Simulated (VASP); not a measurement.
Write the native input for VASP 6.6.1 that does the following.

* Task: single point
* Functional: r2SCAN
* Potentials or basis: VASP PAW PBE potentials, release 64 (Si, O)
* Cutoff: 520 eV
* k mesh: 6 × 6 × 4
* Occupations: gaussian, width 0.01 eV
* Spin: no spin polarisation
* Dipole correction: no
* Further INCAR settings: ALGO = Normal; EDIFF = 1e-06; NBANDS = 34

SiO2:

```
Si O
1.0
     5.05906    0.00000    0.00000
    -2.52953    4.38127    0.00000
     0.00000    0.00000    5.54104
Si O
3 6
Direct
  0.50000 0.50000 0.33333
  0.00000 0.50000 0.66667
  0.50000 0.00000 0.00000
  0.20824 0.79176 0.83333
  0.41648 0.20824 0.16667
  0.20824 0.41648 0.50000
  0.79176 0.20824 0.83333
  0.58352 0.79176 0.16667
  0.79176 0.58352 0.50000
```

The input as run:

POSCAR

```
SiO2
1.0
    5.0590584133      0.0000000000      0.0000000000
   -2.5295292067      4.3812731051      0.0000000000
    0.0000000000      0.0000000000      5.5410361447
Si O
3 6
Direct
    0.5000000000      0.5000000000      0.3333333333
    0.0000000000      0.5000000000      0.6666666667
    0.5000000000      0.0000000000      0.0000000000
    0.2082404179      0.7917595821      0.8333333333
    0.4164808359      0.2082404179      0.1666666667
    0.2082404179      0.4164808359      0.5000000000
    0.7917595821      0.2082404179      0.8333333333
    0.5835191641      0.7917595821      0.1666666667
    0.7917595821      0.5835191641      0.5000000000
```

INCAR.step1

```
SYSTEM = SiO2
PREC = Accurate ; ENCUT = 520
ISMEAR = 0 ; SIGMA = 0.01
LREAL = .False. ; LASPH = .True.
NELM = 100 ; NBANDS = 34
GGA = PE ; ALGO = Normal
EDIFF = 1E-4 ; LWAVE = .True.
LCHARG = .False.
```

INCAR.step2

```
SYSTEM = SiO2
PREC = Accurate ; ENCUT = 520
EDIFF = 1E-6 ; ISMEAR = 0
SIGMA = 0.01 ; LREAL = .False.
LASPH = .True. ; NELM = 100
ALGO = Normal ; ISIF = 2
LWAVE = .False. ; LCHARG = .False.
METAGGA = R2SCAN ; LMIXTAU = .True.
NBANDS = 34 ; ISTART = 1
```

KPOINTS

```
Automatic mesh
0
Gamma
  6 6 4
  0 0 0
```

Potentials or basis: VASP PAW PBE potentials, release 64 (Si, O).

The run is started by

```sh
$ cat potpaw_PBE.64/Si/POTCAR potpaw_PBE.64/O/POTCAR > POTCAR
$ cp INCAR.step1 INCAR
$ mpirun -np 1 vasp_std > vasp.out
$ cp INCAR.step2 INCAR
$ mpirun -np 1 vasp_std > vasp.out
```

Results of the run:

```json
{
 "Pressure": "0.2 GPa",
 "Largest force": "0.011 eV/Å",
 "Band gap on the k mesh": "6.30 eV (least direct gap 6.49 eV)"
}
```

Caveat: the PAW data sets were made with another functional, which shifts forces and pressure a little.

Wall time 2.3 min on 1 thread of Intel(R) Xeon(R) 6975P-C (Granite Rapids), on a shared host, peak memory 0.29 GiB.
